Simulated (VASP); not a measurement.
## MnO: relaxation of cell and atoms with LDA

The system is MnO.

```
CELL_PARAMETERS angstrom
-2.22300 -2.22300 4.44600
-4.44600 -2.22300 2.22300
-2.22300 -4.44600 2.22300
ATOMIC_POSITIONS crystal
Mn 0.00000 0.00000 0.00000
Mn 0.50000 0.50000 0.50000
O 0.25000 0.25000 0.25000
O 0.75000 0.75000 0.75000
```

```
Program                : VASP 6.6.1
Task                   : relaxation of cell and atoms
Functional             : LDA
Potentials or basis    : VASP PAW LDA potentials, release 64 (Mn_pv, O)
Cutoff                 : 600 eV
k mesh                 : 9 × 9 × 9
Occupations            : gaussian, width 0.1 eV
Spin                   : collinear spin, antiferromagnetic start
Starting moments       : [4.41, -4.41, 0.0, 0.0] μB
Dipole correction      : no
Further INCAR settings : ALGO = Normal; EDIFF = 1e-06; IBRION = 2; EDIFFG = -0.05; NSW = 100; ISIF = 3
```

```yaml
Relaxed_volume: 9.89 Å³/atom
Relaxed_cell: a = 5.079 Å, b = 5.079 Å, c = 5.079 Å, α = 35.53°, β = 35.53°, γ = 35.53°
Space_group_after_relaxing_to_0.1_Å: R-3m (No. 166)
Energy_gained_by_relaxing: 63.0 meV/atom
Ionic_steps: 5
Pressure_after_relaxing: -0.1 GPa
Band_gap_on_the_k_mesh: 0.51 eV
Net_moment: 0.00 μB per cell
Site_moments: Mn +4.12, -4.12; O +0.00 μB
Valence_electrons_inside_the_program's_atomic_spheres: Mn 11.50; O 4.98
```

Stress tensor (GPa, compression positive):
```
-0.10 -0.38  0.38
-0.38 -0.10  0.38
 0.38  0.38 -0.10
```

Step by step:
| step | energy change (eV) | largest force (eV/Å) | pressure (GPa) | volume (Å³) |
| --- | --- | --- | --- | --- |
| 1 | 0.0000 | 0.0000 | -14.61 | 43.94 |
| 2 | -0.1719 | 0.0000 | 9.59 | 37.87 |
| 3 | -0.2196 | 0.0000 | 0.60 | 39.64 |
| 4 | -0.2378 | 0.0000 | 0.32 | 39.61 |
| 5 | -0.2519 | 0.0000 | -0.10 | 39.55 |

Final structure:
```
CELL_PARAMETERS angstrom
-2.01404 -2.01404 4.20570
-4.20570 -2.01404 2.01404
-2.01404 -4.20570 2.01404
ATOMIC_POSITIONS crystal
Mn 0.00000 0.00000 0.00000
Mn 0.50000 0.50000 0.50000
O 0.25000 0.25000 0.25000
O 0.75000 0.75000 0.75000
```

Levels at points of the mesh, in eV from the valence-band top:
Spin up:
```
           k point  band 17  band 18  band 19  band 20  band 21  band 22
(0.00, 0.00, 0.00)    -1.94    -0.90    -0.90     1.03     1.41     1.41
```
Spin down:
```
           k point  band 15  band 16  band 17  band 18  band 19  band 20  band 21  band 22  band 23
(0.00, 0.00, 0.00)    -2.36    -2.36    -1.94    -0.90    -0.90     1.03     1.41     1.41     1.65
```

Wall time 35 min on 1 thread of Oxide Virtual Turin-like Processor (shared host), peak memory 0.35 GiB.

Caveat: semilocal functionals underestimate gaps, and a narrow one can read as zero; an odd mesh through Γ misses points on the zone boundary, where band edges can lie.
